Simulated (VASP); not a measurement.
# Si3N4 (P6_3/m) in VASP: a series of runs, part 2 of 2

VASP 6.6.1. The steps go on from the part before.

**3. Single point, PBEsol**

Contents of INCAR:

```
PREC = Accurate
ENCUT = 520
EDIFF = 1E-7
ISMEAR = 0
SIGMA = 0.01
LREAL = F
LASPH = T
NELM = 100
ALGO = Normal
ISIF = 2
LWAVE = F
LCHARG = F
GGA = PS
NBANDS = 45
```

Contents of KPOINTS:

```
regular mesh
0
Gamma
  6 6 8
```

Contents of POSCAR:

```
Si3N4
1.0
    7.6246472123      0.0000000000      0.0000000000
   -3.8123236062      6.6031381808      0.0000000000
    0.0000000000      0.0000000000      2.9104789358
Si N
6 8
Direct
    0.7675713979      0.1739465955      0.2500000000
    0.5936248024      0.7675713979      0.7500000000
    0.8260534045      0.5936248024      0.2500000000
    0.2324286021      0.8260534045      0.7500000000
    0.4063751976      0.2324286021      0.2500000000
    0.1739465955      0.4063751976      0.7500000000
    0.0296263419      0.3299987760      0.2500000000
    0.6996275659      0.0296263419      0.7500000000
    0.6700012240      0.6996275659      0.2500000000
    0.9703736581      0.6700012240      0.7500000000
    0.3003724341      0.9703736581      0.2500000000
    0.3299987760      0.3003724341      0.7500000000
    0.6666666667      0.3333333333      0.2500000000
    0.3333333333      0.6666666667      0.7500000000
```

Potentials or basis: VASP PAW PBE potentials, release 64 (Si, N).

Launch:

```bash
cat potpaw_PBE.64/Si/POTCAR potpaw_PBE.64/N/POTCAR > POTCAR
mpirun -np 1 vasp_std > vasp.out
```

OUTCAR:

```text
PREC = Accurate
   ENCUT = 520
   EDIFF = 1E-7
   ISMEAR = 0
   LREAL = F
   LASPH = T
   NELM = 100
   ISIF = 2
   GGA = PS

 ion  position               nearest neighbor table
   1  0.768  0.174  0.250-  13 1.73   8 1.74   8 1.74   7 1.74   5 3.00   3 3.00   6 3.06   6 3.06
                             2 3.06   2 3.06
   2  0.594  0.768  0.750-  14 1.73   9 1.74   9 1.74   8 1.74   4 3.00   6 3.00   3 3.06   3 3.06
                             1 3.06   1 3.06
   3  0.826  0.594  0.250-  13 1.73  10 1.74  10 1.74   9 1.74   5 3.00   1 3.00   4 3.06   4 3.06
                             2 3.06   2 3.06
   4  0.232  0.826  0.750-  14 1.73  11 1.74  11 1.74  10 1.74   2 3.00   6 3.00   3 3.06   3 3.06
                             5 3.06   5 3.06
   5  0.406  0.232  0.250-  13 1.73  12 1.74  12 1.74  11 1.74   1 3.00   3 3.00   6 3.06   6 3.06
                             4 3.06   4 3.06
   6  0.174  0.406  0.750-  14 1.73   7 1.74   7 1.74  12 1.74   2 3.00   4 3.00   1 3.06   1 3.06
                             5 3.06   5 3.06
   7  0.030  0.330  0.250-   6 1.74   6 1.74   1 1.74
   8  0.700  0.030  0.750-   1 1.74   1 1.74   2 1.74
   9  0.670  0.700  0.250-   2 1.74   2 1.74   3 1.74
  10  0.970  0.670  0.750-   3 1.74   3 1.74   4 1.74
  11  0.300  0.970  0.250-   4 1.74   4 1.74   5 1.74
  12  0.330  0.300  0.750-   5 1.74   5 1.74   6 1.74
  13  0.667  0.333  0.250-   1 1.73   3 1.73   5 1.73
  14  0.333  0.667  0.750-   4 1.73   6 1.73   2 1.73

  LATTYP: Found a hexagonal cell.
 ALAT       =     7.6246472123
 C/A-ratio  =     0.3817198166

  Lattice vectors:

 A1 = (   7.6246472123,   0.0000000000,   0.0000000000)
 A2 = (  -3.8123236062,   6.6031381808,   0.0000000000)
 A3 = (   0.0000000000,   0.0000000000,   2.9104789358)

Analysis of symmetry for initial positions (statically):
=====================================================================
 Subroutine PRICEL returns:
 Original cell was already a primitive cell.

 Routine SETGRP: Setting up the symmetry group for a
 hexagonal supercell.

 Subroutine GETGRP returns: Found 12 space group operations
 (whereof  6 operations were pure point group operations)
 out of a pool of 24 trial point group operations.

The static configuration has the point symmetry S_6 .
 The point group associated with its full space group is C_6h.

Analysis of symmetry for dynamics (positions and initial velocities):
=====================================================================
 Subroutine PRICEL returns:
 Original cell was already a primitive cell.

 Routine SETGRP: Setting up the symmetry group for a
 hexagonal supercell.

 Subroutine GETGRP returns: Found 12 space group operations
 (whereof  6 operations were pure point group operations)
 out of a pool of 24 trial point group operations.

The dynamic configuration has the point symmetry S_6 .
 The point group associated with its full space group is C_6h.

 Subroutine INISYM returns: Found 12 space group operations
 (whereof  6 operations are pure point group operations),
 and found     1 'primitive' translations

----------------------------------------------------------------------------------------

                                     Primitive cell

[... 102 lines left out ...]
   NGX,Y,Z   is equivalent  to a cutoff of  13.08, 13.08, 13.71 a.u.
   NGXF,Y,Z  is equivalent  to a cutoff of  26.16, 26.16, 27.42 a.u.
 SYSTEM =  unknown system
   PREC   = accura    normal or accurate (medium, high low for compatibility)
   ISTART =      0    job   : 0-new  1-cont  2-samecut
   ICHARG =      2    charge: 1-file 2-atom 10-const
   ISPIN  =      1    spin polarized calculation?
   LNONCOLLINEAR =      F non collinear calculations
   LSORBIT =      F    spin-orbit coupling
   LASPH  =      T    aspherical Exc in radial PAW
   ENCUT  =  520.0 eV  38.22 Ry    6.18 a.u.  14.18 14.18  5.41*2*pi/ulx,y,z
   NELM   =    100;   NELMIN=  2; NELMDL= -5     # of ELM steps
   EDIFF  = 0.1E-06   stopping-criterion for ELM
   LREAL  =      F    real-space projection
   EDIFFG = 0.1E-05   stopping-criterion for IOM
   NSW    =      0    number of steps for IOM
   IBRION =     -1    ionic relax: 0-MD 1-quasi-New 2-CG
   NFREE  =      0    steps in history (QN), initial steepest desc. (CG)
   ISIF   =      2    stress and relaxation
   ISYM   =      2    0-nonsym 1-usesym 2-fastsym
   POTIM  = 0.5000    time-step for ionic-motion
   TEBEG  =    0.0;   TEEND  =   0.0 temperature during run
   PSTRESS=    0.0 pullay stress
   NELECT =      64.0000    total number of electrons
   NUPDOWN=      -1.0000    fix difference up-down
   EMIN   =  10.00;   EMAX   =-10.00  energy-range for DOS
   EFERMI =   0.00;   METHOD = LEGACY
   ISMEAR =     0;   SIGMA  =   0.01  broadening in eV -4-tet -1-fermi 0-gaus
   EFERMI_NEDOS =   21; number of points for ismear=-14 and -15
   IALGO  =     38    algorithm
   IMIX   =      4    mixing-type and parameters
     AMIX     =   0.40;   BMIX     =  1.00
     AMIX_MAG =   1.60;   BMIX_MAG =  1.00
  volume/ion in A,a.u.               =      10.47        70.63
  Fermi-wavevector in a.u.,A,eV,Ry     =   1.242100  2.347229 20.991243  1.542813
  Thomas-Fermi vector in A             =   2.376469
   LORBIT       =      0    0 simple, 1 ext, 2 COOP (PROOUT), +10 PAW based schemes
   GGA     = PS    functional components
   LHFCALC =     F    Hartree Fock is set to
   AEXX    =    0.0000 exact exchange contribution
   IVDW    =     0    specifies the selected vdW correction
   LEPSILON=     F    determine dielectric tensor
   LRPA    =     F    only Hartree local field effects (RPA)
 non-spin polarized calculation
 Gauss-broadening in eV      SIGMA  =   0.01
  energy-cutoff  :      520.00
  volume of cell :      146.53
 maximum number of plane-waves:      3972
 NGX is ok and might be reduce to    60
   NGX = 29   NGY = 29   NGZ = 11

 number of electron      63.9999992 magnetization

 Free energy of the ion-electron system (eV)
  ---------------------------------------------------
  ext. energy  EPLUGINS =         0.00000000
  ---------------------------------------------------
  free energy    TOTEN  =      -120.38613947 eV

  energy without entropy =     -120.38613947  energy(sigma->0) =     -120.38613947

 E-fermi :   6.7085     XC(G=0): -10.9916

 val. band max:        6.6046363259   @ k =   0.0000   0.0000   0.1250
 cond. band min:      10.7988669655   @ k =   0.0000   0.0000   0.0000
 fundamental gap:      4.1942306396
 Fermi energy:         6.7084792799

 k-point     1 :       0.0000    0.0000    0.0000
  band No.  band energies     occupation
      1     -11.5473      2.00000
      2     -10.0714      2.00000
      3     -10.0714      2.00000
      4      -9.4488      2.00000
      5      -9.3083      2.00000
      6      -9.3083      2.00000
[... 1117 lines left out ...]
     43      14.7521      0.00000
     44      14.7521      0.00000

 [... further k-points ...]

 [bands above 44 left out]

------------------------ aborting loop because EDIFF is reached ----------------------------------------

  FORCE on cell =-STRESS in cart. coord.  units (eV):
  Direction    XX          YY          ZZ          XY          YZ          ZX
  --------------------------------------------------------------------------------------
  -------------------------------------------------------------------------------------
  Total        0.1993921      0.1993921      0.1754621     -0.0000001      0.0000000      0.0000000
  in kB        2.1801373      2.1801373      1.9184889     -0.0000012      0.0000000      0.0000000
  external PRESSURE =       2.0929212 kB  Pullay stress =       0.0000000 kB

 VOLUME and BASIS-vectors are now :
 -----------------------------------------------------------------------------
  energy-cutoff  :      520.00
  volume of cell :      146.53
      direct lattice vectors                 reciprocal lattice vectors
     7.624647212  0.000000000  0.000000000     0.131153609  0.075721572  0.000000000
    -3.812323606  6.603138181  0.000000000     0.000000000  0.151443143  0.000000000
     0.000000000  0.000000000  2.910478936     0.000000000  0.000000000  0.343586063

 POSITION                                       TOTAL-FORCE (eV/Angst)
 -----------------------------------------------------------------------------------
      5.18932      1.14859      0.72762         0.002146     -0.000582      0.000000
      1.59995      5.06838      2.18286         0.001577      0.001567     -0.000000
      4.03528      3.91979      0.72762        -0.000569      0.002149     -0.000000
     -1.37700      5.45454      2.18286        -0.002146      0.000582      0.000000
      2.21237      1.53476      0.72762        -0.001577     -0.001567      0.000000
     -0.22295      2.68335      2.18286         0.000569     -0.002149     -0.000000
     -1.03217      2.17903      0.72762        -0.004346     -0.002748      0.000000
      5.22147      0.19563      2.18286         0.000207     -0.005137     -0.000000
      2.44132      4.61974      0.72762         0.004553     -0.002389      0.000000
      4.84450      4.42411      2.18286         0.004346      0.002748     -0.000000
     -1.40914      6.40751      0.72762        -0.000207      0.005137     -0.000000
      1.37101      1.98340      2.18286        -0.004553      0.002389     -0.000000
      3.81232      2.20105      0.72762         0.000000     -0.000000     -0.000000
     -0.00000      4.40209      2.18286         0.000000     -0.000000      0.000000
 -----------------------------------------------------------------------------------
    total drift:                                0.000000      0.000000      0.000000

  FREE ENERGIE OF THE ION-ELECTRON SYSTEM (eV)
  ---------------------------------------------------
  free  energy   TOTEN  =      -120.3861394703 eV

  energy  without entropy=     -120.3861394703  energy(sigma->0) =     -120.38613947
```

Wall time 9.1 min (1 thread of Intel Xeon 8259CL, shared host); peak memory 0.38 GiB.

Results:

| Quantity | Value |
| --- | --- |
| Free energy | -120.3861 eV |
| Pressure | 0.2 GPa |
| Largest force | 0.005 eV/Å |
| Band gap on the k mesh | 4.19 eV (least direct gap 4.38 eV) |

Forces on the atoms (eV/Å):
```
Si   0.002 -0.001  0.000
Si   0.002  0.002  0.000
Si  -0.001  0.002  0.000
Si  -0.002  0.001  0.000
Si  -0.002 -0.002  0.000
Si   0.001 -0.002  0.000
N   -0.004 -0.003  0.000
N    0.000 -0.005  0.000
N    0.005 -0.002  0.000
N    0.004  0.003  0.000
N    0.000  0.005  0.000
N   -0.005  0.002  0.000
N    0.000  0.000  0.000
N    0.000  0.000  0.000
```

Caveat: the PAW data sets were made with another functional, which shifts forces and pressure a little.
